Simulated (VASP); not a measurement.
Crystal: Pt.

```
Pt
1.0
     2.70796    0.00000    0.00000
    -1.35398    2.34516    0.00000
     0.00000    0.00000    4.67816
Pt
2
Direct
  0.66667 0.33333 0.75000
  0.33333 0.66667 0.25000
```

Base run:

| Item | Value |
| --- | --- |
| Program | VASP 6.6.1 |
| Functional | LDA |
| Potentials or basis | VASP PAW LDA potentials, release 64 (Pt) |
| Cutoff | 520 eV |
| k mesh | 12 × 12 × 8 |
| Occupations | gaussian, width 0.15 eV |
| Spin | no spin polarisation |

Its results: band gap on the k mesh zero (band 10 reaches 11.96 eV, above the bottom of band 11 at 10.54 eV); pressure 0.9 GPa.

Q: The run is repeated on the same cell with these changes: potentials or basis from VASP PAW LDA potentials, release 64 (Pt) to VASP PAW LDA potentials, release 64 (Pt_sv_GW); cutoff from 520 eV to 500 eV; further incar settings from ALGO = Normal; EDIFF = 1e-06; NBANDS = 17 to ALGO = Normal; EDIFF = 1e-06; NBANDS = 25; valence electrons from 20 to 36. What comes out?

A: Band gap on the k mesh zero (band 18 reaches 11.28 eV, above the bottom of band 19 at 9.85 eV); pressure -2.3 GPa.

Caveats: spin-orbit coupling is left out, which moves the levels of the heavy elements.
